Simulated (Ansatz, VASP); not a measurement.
# One calculation of Ba3B2, two programs

File INCAR:

```
PREC = Accurate ; ENCUT = 600
EDIFF = 1E-6 ; ISMEAR = 0
SIGMA = 0.1 ; LREAL = False
LASPH = True ; NELM = 60
ALGO = Fast ; ISIF = 3
LWAVE = False ; LCHARG = False
GGA = PE ; IBRION = 2
NSW = 100 ; EDIFFG = -0.01
```

The input KPOINTS:

```
regular mesh
0
Gamma
  8 8 8
```

The input POSCAR:

```
Ba3B2
1.0
    5.6938800472      0.0000000000      0.0000000000
    0.0000000000      5.6938800472      0.0000000000
    0.0000000000      0.0000000000      5.6938800472
Ba B
3 2
Direct
    0.5000000000      0.0000000000      0.0000000000
    0.0000000000      0.5000000000      0.0000000000
    0.0000000000      0.0000000000      0.5000000000
    0.0000000000      0.0000000000      0.0000000000
    0.5000000000      0.5000000000      0.5000000000
```

Input for Ansatz:

```yaml
crystal:
  lattice:
    - [5.6938800472, 0.0, 0.0]
    - [0.0, 5.6938800472, 0.0]
    - [0.0, 0.0, 5.6938800472]
  atoms:
    - { symbol: Ba, position: [0.5, 0.0, 0.0] }
    - { symbol: Ba, position: [0.0, 0.5, 0.0] }
    - { symbol: Ba, position: [0.0, 0.0, 0.5] }
    - { symbol: B, position: [0.0, 0.0, 0.0] }
    - { symbol: B, position: [0.5, 0.5, 0.5] }
basis:
  ecutwfc: 420
kpoints:
  mp_grid: { grid: [8, 8, 8] }
hamiltonian:
  xc: pbe
scf:
  occupations: { method: gaussian, width: 0.1 }
output:
  forces: true
  stress: true
  eigenvalues: true
relax:
  adjacent_minimum: "off"
  f_tol: 0.01
  max_steps: 80
  cell: { stress_tol: 0.05 }
```

Alike in both runs: task relaxation of cell and atoms; functional PBE; k mesh 8 × 8 × 8; occupations gaussian, width 0.1 eV; no spin polarisation.

```csv
,VASP,Ansatz
version,VASP 6.6.1,Ansatz 0.2.0
potentials or method,"VASP PAW PBE potentials, release 64 (Ba_sv, B), cutoff 600 eV","scalar-relativistic, plane waves, PAW"
valence electrons in the cell,36,36
```

```csv
,VASP,Ansatz,Ansatz less VASP
"gap on the k mesh at the Fermi level, each at its own relaxed structure (eV)",none,none,-
relaxed volume (Å³/atom),37.46,36.55,-0.912
relaxed length of the cell vector where the two differ most in proportion (Å),5.721,5.675,-0.0468
```

A gap of «none» marks a metal or a gap that the smearing closes.

Spin-orbit coupling is off throughout.
